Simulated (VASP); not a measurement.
# Al2Cu (I4/mcm) in VASP: a series of runs, part 2 of 2

VASP 6.6.1.

## 3. Single point, r2SCAN

This run uses another cell than the first one, of 13.93 Å³/atom.

Input file POSCAR:

```
Al2Cu
1.0
   -2.9632261571      2.9632261571      2.3797971615
    2.9632261571     -2.9632261571      2.3797971615
    2.9632261571      2.9632261571     -2.3797971615
Al Cu
4 2
Direct
    0.8408716928      0.6591283072      0.5000000000
    0.6591283072      0.1591283072      0.8182566144
    0.3408716928      0.8408716928      0.1817433856
    0.1591283072      0.3408716928      0.5000000000
    0.2500000000      0.2500000000      0.0000000000
    0.7500000000      0.7500000000      0.0000000000
```

Input file INCAR.step1:

```
SYSTEM = Al2Cu
PREC     = Accurate       ! precision mode
ENCUT    = 520            ! plane-wave cutoff, eV
ISMEAR   = 0              ! smearing method
SIGMA    = 0.1            ! smearing width, eV
LREAL    = .FALSE.        ! projectors in reciprocal space
LASPH    = .TRUE.         ! aspherical terms in the spheres
NELM     = 80             ! most SCF steps
NBANDS   = 26             ! bands
GGA      = PE             ! functional
ALGO     = Normal         ! electronic algorithm
EDIFF    = 1E-4           ! SCF threshold, eV
LWAVE    = .TRUE.         ! write WAVECAR
LCHARG   = .FALSE.        ! write CHGCAR
```

Input file INCAR.step2:

```
SYSTEM = Al2Cu
PREC     = Accurate       ! precision mode
ENCUT    = 520            ! plane-wave cutoff, eV
EDIFF    = 1E-6           ! SCF threshold, eV
ISMEAR   = 0              ! smearing method
SIGMA    = 0.1            ! smearing width, eV
LREAL    = .FALSE.        ! projectors in reciprocal space
LASPH    = .TRUE.         ! aspherical terms in the spheres
NELM     = 80             ! most SCF steps
ALGO     = Normal         ! electronic algorithm
ISIF     = 2              ! what is computed and relaxed
LWAVE    = .FALSE.        ! write WAVECAR
LCHARG   = .FALSE.        ! write CHGCAR
METAGGA  = R2SCAN         ! meta-GGA
LMIXTAU  = .TRUE.       
NBANDS   = 26             ! bands
ISTART   = 1
```

Input file KPOINTS:

```
Automatic mesh
0
G
  10 10 10
  0 0 0
```

Potentials or basis: VASP PAW PBE potentials, release 64 (Al, Cu).

Command:

```bash
> cat potpaw_PBE.64/Al/POTCAR potpaw_PBE.64/Cu/POTCAR > POTCAR
> cp INCAR.step1 INCAR
> mpirun -np 1 vasp_std > vasp.out
> cp INCAR.step2 INCAR
> mpirun -np 1 vasp_std > vasp.out
```

OUTCAR:

```text
SYSTEM = Al2Cu
   PREC = Accurate
   ENCUT = 520
   EDIFF = 1E-6
   ISMEAR = 0
   LREAL = .FALSE.
   LASPH = .TRUE.
   NELM = 80
   ISIF = 2
   METAGGA = R2SCAN
   ISTART = 1

 ion  position               nearest neighbor table
   1  0.841  0.659  0.500-   5 2.53   6 2.53   6 2.53   5 2.53   4 2.67   4 2.83   4 2.83   2 3.04
                             3 3.04   2 3.04   3 3.04   2 3.15   3 3.15   3 3.15   2 3.15
   2  0.659  0.159  0.818-   5 2.53   6 2.53   5 2.53   6 2.53   3 2.67   3 2.83   3 2.83   4 3.04
                             1 3.04   1 3.04   4 3.04   1 3.15   4 3.15   1 3.15   4 3.15
   3  0.341  0.841  0.182-   5 2.53   6 2.53   5 2.53   6 2.53   2 2.67   2 2.83   2 2.83   4 3.04
                             1 3.04   1 3.04   4 3.04   1 3.15   4 3.15   4 3.15   1 3.15
   4  0.159  0.341  0.500-   6 2.53   5 2.53   5 2.53   6 2.53   1 2.67   1 2.83   1 2.83   2 3.04
                             3 3.04   2 3.04   3 3.04   2 3.15   3 3.15   2 3.15   3 3.15
   5  0.250  0.250  0.000-   6 2.38   6 2.38   2 2.53   3 2.53   4 2.53   1 2.53   4 2.53   1 2.53
                             2 2.53   3 2.53
   6  0.750  0.750  0.000-   5 2.38   5 2.38   1 2.53   2 2.53   3 2.53   3 2.53   1 2.53   2 2.53
                             4 2.53   4 2.53

  LATTYP: Found a body centered tetragonal cell.
 ALAT       =     5.9264523142
 C/A-ratio  =     0.8031102033

  Lattice vectors:

 A1 = (  -2.9632261571,   2.9632261571,   2.3797971615)
 A2 = (   2.9632261571,  -2.9632261571,   2.3797971615)
 A3 = (   2.9632261571,   2.9632261571,  -2.3797971615)

Analysis of symmetry for initial positions (statically):
=====================================================================
 Subroutine PRICEL returns:
 Original cell was already a primitive cell.

 Routine SETGRP: Setting up the symmetry group for a
 body centered tetragonal supercell.

 Subroutine GETGRP returns: Found 16 space group operations
 (whereof  8 operations were pure point group operations)
 out of a pool of 16 trial point group operations.

The static configuration has the point symmetry C_4h.
 The point group associated with its full space group is D_4h.

Analysis of symmetry for dynamics (positions and initial velocities):
[... 145 lines left out ...]
   METAGGA = R2SCAN    functional components
   LHFCALC =     F    Hartree Fock is set to
   AEXX    =    0.0000 exact exchange contribution
   IVDW    =     0    specifies the selected vdW correction
   LEPSILON=     F    determine dielectric tensor
   LRPA    =     F    only Hartree local field effects (RPA)
 non-spin polarized calculation
 Gauss-broadening in eV      SIGMA  =   0.10
  energy-cutoff  :      520.00
  volume of cell :       83.59
 maximum number of plane-waves:      2272
   NGX = 17   NGY = 17   NGZ = 17

 number of electron      34.0000042 magnetization

 Free energy of the ion-electron system (eV)
  ---------------------------------------------------
  ext. energy  EPLUGINS =         0.00000000
  ---------------------------------------------------
  free energy    TOTEN  =       -49.52112497 eV

  energy without entropy =      -49.51205397  energy(sigma->0) =      -49.51658947

 E-fermi :   8.6902     XC(G=0): -12.0188

 val. band max:        8.6823226795   @ k =   0.3000   0.2000   0.2000
 cond. band min:       8.6982518755   @ k =  -0.4000   0.1000  -0.0000
 fundamental gap:      0.0159291960
 Fermi energy:         8.6902409648

 k-point     1 :       0.0000    0.0000    0.0000
  band No.  band energies     occupation
      1      -3.2155      2.00000
      2       2.8081      2.00000
      3       3.0100      2.00000
      4       3.0101      2.00000
      5       3.0616      2.00000
      6       4.0318      2.00000
[... 685 lines left out ...]
     25      16.4461      0.00000
     26      16.5026      0.00000

 [... further k-points ...]

------------------------ aborting loop because EDIFF is reached ----------------------------------------

  FORCE on cell =-STRESS in cart. coord.  units (eV):
  Direction    XX          YY          ZZ          XY          YZ          ZX
  --------------------------------------------------------------------------------------
  -------------------------------------------------------------------------------------
  Total        1.9861694      1.9861694      2.0207680      0.0000000      0.0000000      0.0000000
  in kB       38.0712680     38.0712680     38.7344595      0.0000000      0.0000000      0.0000000
  external PRESSURE =      38.2923318 kB  Pullay stress =       0.0000000 kB

 VOLUME and BASIS-vectors are now :
 -----------------------------------------------------------------------------
  energy-cutoff  :      520.00
  volume of cell :       83.59
      direct lattice vectors                 reciprocal lattice vectors
    -2.963226157  2.963226157  2.379797161     0.000000000  0.168735012  0.210101940
     2.963226157 -2.963226157  2.379797161     0.168735012  0.000000000  0.210101940
     2.963226157  2.963226157 -2.379797161     0.168735012  0.168735012  0.000000000

 POSITION                                       TOTAL-FORCE (eV/Angst)
 -----------------------------------------------------------------------------------
      0.94307      2.02016      2.37980        -0.004689      0.004689     -0.000000
      0.94307      3.90629      0.00000        -0.004689     -0.004689      0.000000
      2.02016     -0.94307      2.37980         0.004689      0.004689     -0.000000
      2.02016      0.94307      0.00000         0.004689     -0.004689     -0.000000
      0.00000      0.00000      1.18990         0.000000      0.000000     -0.000000
      0.00000      0.00000      3.56970         0.000000      0.000000     -0.000000
 -----------------------------------------------------------------------------------
    total drift:                                0.000000      0.000000      0.000000

  FREE ENERGIE OF THE ION-ELECTRON SYSTEM (eV)
  ---------------------------------------------------
  free  energy   TOTEN  =       -49.5211249692 eV

  energy  without entropy=      -49.5120539673  energy(sigma->0) =      -49.51658947
```

OSZICAR.step1:

```text
N       E                     dE             d eps       ncg     rms          rms(c)
DAV:   1     0.189386702217E+03    0.18939E+03   -0.13777E+04  5320   0.149E+03
DAV:   2    -0.154953403419E+02   -0.20488E+03   -0.19224E+03  5316   0.294E+02
DAV:   3    -0.278910458598E+02   -0.12396E+02   -0.11681E+02  6788   0.917E+01
DAV:   4    -0.282488670144E+02   -0.35782E+00   -0.35585E+00  8036   0.138E+01
DAV:   5    -0.282540538718E+02   -0.51869E-02   -0.51859E-02  7840   0.163E+00    0.220E+01
DAV:   6    -0.335509520763E+02   -0.52969E+01   -0.10925E+02  6436   0.284E+02    0.183E+01
DAV:   7    -0.237290782592E+02    0.98219E+01   -0.29672E+01  6548   0.114E+02    0.436E+00
DAV:   8    -0.232632620891E+02    0.46582E+00   -0.30475E+00  8266   0.366E+01    0.125E+00
DAV:   9    -0.232446473889E+02    0.18615E-01   -0.19748E-01  7654   0.411E+00    0.366E-01
DAV:  10    -0.232496327912E+02   -0.49854E-02   -0.19117E-02  8330   0.339E+00    0.602E-01
DAV:  11    -0.232438997461E+02    0.57330E-02   -0.13990E-02  7552   0.336E+00    0.441E-02
DAV:  12    -0.232439294345E+02   -0.29688E-04   -0.11632E-03  8278   0.301E-01    0.193E-02
DAV:  13    -0.232439238156E+02    0.56189E-05   -0.25160E-05  3122   0.405E-02
   1 F= -.23243924E+02 E0= -.23239160E+02  d E =-.952761E-02
```

Wall time 7.1 min (1 thread of AMD EPYC 9R45 (Zen 5), shared host); peak memory 0.31 GiB.

Results:

| Item | Value |
| --- | --- |
| Free energy | -49.5211 eV |
| Pressure | 3.8 GPa |
| Largest force | 0.007 eV/Å |
| Band gap on the k mesh | zero (bands 17 and 18 overlap by 4.86 eV) |

Forces in eV/Å, atoms in the order of the input:
```
Al  -0.005  0.005  0.000
Al  -0.005 -0.005  0.000
Al   0.005  0.005  0.000
Al   0.005 -0.005  0.000
Cu   0.000  0.000  0.000
Cu   0.000  0.000  0.000
```

Levels at points of the mesh, in eV from the Fermi level:
| k point | band 15 | band 16 | band 17 | band 18 | band 19 | band 20 |
| --- | --- | --- | --- | --- | --- | --- |
| (0.00, 0.00, 0.00) | -1.60 | -1.46 | -1.46 | -1.02 | -0.10 | 0.16 |
| (0.50, 0.00, 0.00) | -2.85 | -2.85 | 0.23 | 0.23 | 4.43 | 4.43 |
| (0.50, 0.50, 0.00) | -1.75 | -1.54 | -0.74 | -0.73 | 0.88 | 1.46 |
| (0.50, 0.50, 0.50) | -3.54 | -2.00 | 2.87 | 3.09 | 3.09 | 3.61 |

Caveat: the cell stands under pressure; the PAW data sets were made with another functional, which shifts forces and pressure a little.

## 4. Single point, r2SCAN

This run uses another cell than the first one, of 14.27 Å³/atom.

Input file POSCAR:

```
Al2Cu
1.0
   -2.9869037415      2.9869037415      2.3991098515
    2.9869037415     -2.9869037415      2.3991098515
    2.9869037415      2.9869037415     -2.3991098515
Al Cu
4 2
Direct
    0.8406235211      0.6593764789      0.5000000000
    0.6593764789      0.1593764789      0.8187529577
    0.3406235211      0.8406235211      0.1812470423
    0.1593764789      0.3406235211      0.5000000000
    0.2500000000      0.2500000000      0.0000000000
    0.7500000000      0.7500000000      0.0000000000
```

Input file INCAR.step1:

```
SYSTEM = Al2Cu
  ALGO = Normal
  EDIFF = 1E-4
  ENCUT = 520
  GGA = PE
  ISMEAR = 0
  LASPH = .True.
  LCHARG = .False.
  LREAL = .False.
  LWAVE = .True.
  NBANDS = 26
  NELM = 60
  PREC = Accurate
  SIGMA = 0.1
```

Input file INCAR.step2:

```
SYSTEM = Al2Cu
  ALGO = Normal
  EDIFF = 1E-6
  ENCUT = 520
  ISIF = 2
  ISMEAR = 0
  ISTART = 1
  LASPH = .True.
  LCHARG = .True.
  LELF = .True.
  LMIXTAU = .True.
  LREAL = .False.
  LVHAR = .True.
  LWAVE = .False.
  METAGGA = R2SCAN
  NBANDS = 26
  NELM = 60
  PREC = Accurate
  SIGMA = 0.1
```

Input file KPOINTS:

```
k-points
0
Gamma
  10 10 10
  0 0 0
```

Potentials or basis: VASP PAW PBE potentials, release 64 (Al, Cu).

Command:

```bash
> cat potpaw_PBE.64/Al/POTCAR potpaw_PBE.64/Cu/POTCAR > POTCAR
> cp INCAR.step1 INCAR
> mpirun -np 1 vasp_std > vasp.out
> cp INCAR.step2 INCAR
> mpirun -np 1 vasp_std > vasp.out
```

OUTCAR:

```text
SYSTEM = Al2Cu
   EDIFF = 1E-6
   ENCUT = 520
   ISIF = 2
   ISMEAR = 0
   ISTART = 1
   LASPH = .True.
   LREAL = .False.
   METAGGA = R2SCAN
   NELM = 60
   PREC = Accurate

 ion  position               nearest neighbor table
   1  0.841  0.659  0.500-   5 2.55   6 2.55   6 2.55   5 2.55   4 2.69   4 2.85   4 2.85   3 3.06
                             2 3.06   2 3.06   3 3.06   3 3.18   2 3.18   3 3.18   2 3.18
   2  0.659  0.159  0.819-   5 2.55   6 2.55   5 2.55   6 2.55   3 2.69   3 2.85   3 2.85   4 3.06
                             1 3.06   1 3.06   4 3.06   1 3.18   4 3.18   1 3.18   4 3.18
   3  0.341  0.841  0.181-   5 2.55   6 2.55   5 2.55   6 2.55   2 2.69   2 2.85   2 2.85   4 3.06
                             1 3.06   1 3.06   4 3.06   4 3.18   1 3.18   1 3.18   4 3.18
   4  0.159  0.341  0.500-   6 2.55   5 2.55   5 2.55   6 2.55   1 2.69   1 2.85   1 2.85   3 3.06
                             2 3.06   2 3.06   3 3.06   3 3.18   2 3.18   2 3.18   3 3.18
   5  0.250  0.250  0.000-   6 2.40   6 2.40   1 2.55   4 2.55   1 2.55   4 2.55   2 2.55   3 2.55
                             2 2.55   3 2.55
   6  0.750  0.750  0.000-   5 2.40   5 2.40   4 2.55   1 2.55   4 2.55   1 2.55   3 2.55   2 2.55
                             3 2.55   2 2.55

  LATTYP: Found a body centered tetragonal cell.
 ALAT       =     5.9738074830
 C/A-ratio  =     0.8032096308
[... 199 lines left out ...]
  band No.  band energies     occupation
      1      -3.3108      2.00000
      2       2.6501      2.00000
      3       2.8632      2.00000
      4       2.8634      2.00000
      5       2.9183      2.00000
      6       3.8580      2.00000
[... 685 lines left out ...]
     25      16.0506      0.00000
     26      16.1003      0.00000

 [... further k-points ...]

------------------------ aborting loop because EDIFF is reached ----------------------------------------

  FORCE on cell =-STRESS in cart. coord.  units (eV):
  Direction    XX          YY          ZZ          XY          YZ          ZX
  --------------------------------------------------------------------------------------
  -------------------------------------------------------------------------------------
  Total        0.4592137      0.4592137      0.5198902      0.0000000     -0.0000000      0.0000000
  in kB        8.5935540      8.5935540      9.7290325      0.0000000     -0.0000000      0.0000000
  external PRESSURE =       8.9720469 kB  Pullay stress =       0.0000000 kB

 VOLUME and BASIS-vectors are now :
 -----------------------------------------------------------------------------
  energy-cutoff  :      520.00
  volume of cell :       85.62
      direct lattice vectors                 reciprocal lattice vectors
    -2.986903741  2.986903741  2.399109852     0.000000000  0.167397427  0.208410632
     2.986903741 -2.986903741  2.399109852     0.167397427  0.000000000  0.208410632
     2.986903741  2.986903741 -2.399109852     0.167397427  0.167397427  0.000000000

 POSITION                                       TOTAL-FORCE (eV/Angst)
 -----------------------------------------------------------------------------------
      0.95208      2.03482      2.39911        -0.004119      0.004119     -0.000000
      0.95208      3.93899      0.00000        -0.004119     -0.004119      0.000000
      2.03482     -0.95208      2.39911         0.004119      0.004119     -0.000000
      2.03482      0.95208      0.00000         0.004119     -0.004119     -0.000000
      0.00000      0.00000      1.19955        -0.000000      0.000000     -0.000000
      0.00000      0.00000      3.59866        -0.000000      0.000000     -0.000000
 -----------------------------------------------------------------------------------
    total drift:                                0.000000     -0.000000      0.000000

  FREE ENERGIE OF THE ION-ELECTRON SYSTEM (eV)
  ---------------------------------------------------
  free  energy   TOTEN  =       -49.5511485777 eV

  energy  without entropy=      -49.5418853472  energy(sigma->0) =      -49.54651696
```

OUTCAR.step1:

```text
SYSTEM = Al2Cu
   EDIFF = 1E-4
   ENCUT = 520
   GGA = PE
   ISMEAR = 0
[... 941 lines left out ...]
      2.03482     -0.95208      2.39911         0.066677      0.066677      0.000000
      2.03482      0.95208      0.00000         0.066677     -0.066677     -0.000000
      0.00000      0.00000      1.19955         0.000000      0.000000     -0.000000
      0.00000      0.00000      3.59866         0.000000      0.000000     -0.000000
 -----------------------------------------------------------------------------------
    total drift:                                0.000000     -0.000000      0.000000

  FREE ENERGIE OF THE ION-ELECTRON SYSTEM (eV)
  ---------------------------------------------------
  free  energy   TOTEN  =       -23.3264800894 eV

  energy  without entropy=      -23.3169498363  energy(sigma->0) =      -23.32171496
```

OSZICAR.step1:

```text
N       E                     dE             d eps       ncg     rms          rms(c)
DAV:   1     0.187275372487E+03    0.18728E+03   -0.13670E+04  5304   0.148E+03
DAV:   2    -0.160074766903E+02   -0.20328E+03   -0.19095E+03  5320   0.290E+02
DAV:   3    -0.278740910863E+02   -0.11867E+02   -0.11166E+02  6786   0.893E+01
DAV:   4    -0.282173986672E+02   -0.34331E+00   -0.34173E+00  8012   0.134E+01
DAV:   5    -0.282226734927E+02   -0.52748E-02   -0.52742E-02  7844   0.165E+00    0.218E+01
DAV:   6    -0.336805808322E+02   -0.54579E+01   -0.10916E+02  6422   0.282E+02    0.183E+01
DAV:   7    -0.238384543207E+02    0.98421E+01   -0.29610E+01  6516   0.112E+02    0.449E+00
DAV:   8    -0.233440863403E+02    0.49437E+00   -0.30482E+00  8286   0.368E+01    0.120E+00
DAV:   9    -0.233269692080E+02    0.17117E-01   -0.20074E-01  6904   0.378E+00    0.321E-01
DAV:  10    -0.233314956890E+02   -0.45265E-02   -0.18559E-02  8726   0.306E+00    0.592E-01
DAV:  11    -0.233279748967E+02    0.35208E-02   -0.35960E-03  8194   0.153E+00    0.284E-01
DAV:  12    -0.233264455501E+02    0.15293E-02   -0.51272E-03  8110   0.186E+00    0.197E-02
DAV:  13    -0.233264800894E+02   -0.34539E-04   -0.41382E-04  5266   0.141E-01
   1 F= -.23326480E+02 E0= -.23321715E+02  d E =-.953025E-02
```

Wall time 8.8 min (1 thread of AMD EPYC 9R45 (Zen 5), shared host); peak memory 0.31 GiB.

What came out:

* Free energy: -49.5511 eV
* Pressure: 0.9 GPa
* Largest force: 0.006 eV/Å
* Band gap on the k mesh: zero (bands 17 and 18 overlap by 4.78 eV)

Forces on the atoms (eV/Å):
```
Al  -0.004  0.004  0.000
Al  -0.004 -0.004  0.000
Al   0.004  0.004  0.000
Al   0.004 -0.004  0.000
Cu   0.000  0.000  0.000
Cu   0.000  0.000  0.000
```

Levels at points of the mesh, in eV from the Fermi level:
```csv
k point,band 14,band 15,band 16,band 17,band 18,band 19,band 20,band 21
"(0.00, 0.00, 0.00)",-2.14,-1.55,-1.42,-1.42,-0.98,-0.05,0.07,1.77
"(0.50, 0.00, 0.00)",-3.34,-2.80,-2.80,0.24,0.24,4.38,4.38,4.63
"(0.50, 0.50, 0.00)",-3.05,-1.70,-1.49,-0.77,-0.74,0.87,1.42,4.91
"(0.50, 0.50, 0.50)",-3.47,-3.47,-1.97,2.84,3.09,3.09,3.55,4.80
```

Caveat: the PAW data sets were made with another functional, which shifts forces and pressure a little.

## 5. Overview

```csv
cell,gap on the mesh (eV),pressure (GPa),largest force (eV/Å)
"a = 4.735 Å, angles 104.1, 104.1, 120.9°, 6 atoms, atomic positions A",none,11.7,-
"a = 4.819 Å, angles 104.1, 104.1, 120.8°, 6 atoms, atomic positions B",none,3.8,0.01
"a = 4.858 Å, angles 104.1, 104.1, 120.8°, 6 atoms, atomic positions C",none,0.9,0.01
```

Alike in all rows: task single point; level r2SCAN; potentials or basis VASP PAW PBE potentials, release 64 (Al, Cu); no spin polarisation; k mesh 10 × 10 × 10; cutoff (eV) 520; smearing gaussian 0.1 eV.

Caveats: the PAW data sets were made with another functional, which shifts forces and pressure a little; the cell stands under pressure (at least some runs).

Total energies depend on the potentials used, so only differences within one code and one set of settings carry meaning.

The gap in the log of VASP goes by the Fermi energy; the results here count the filled bands.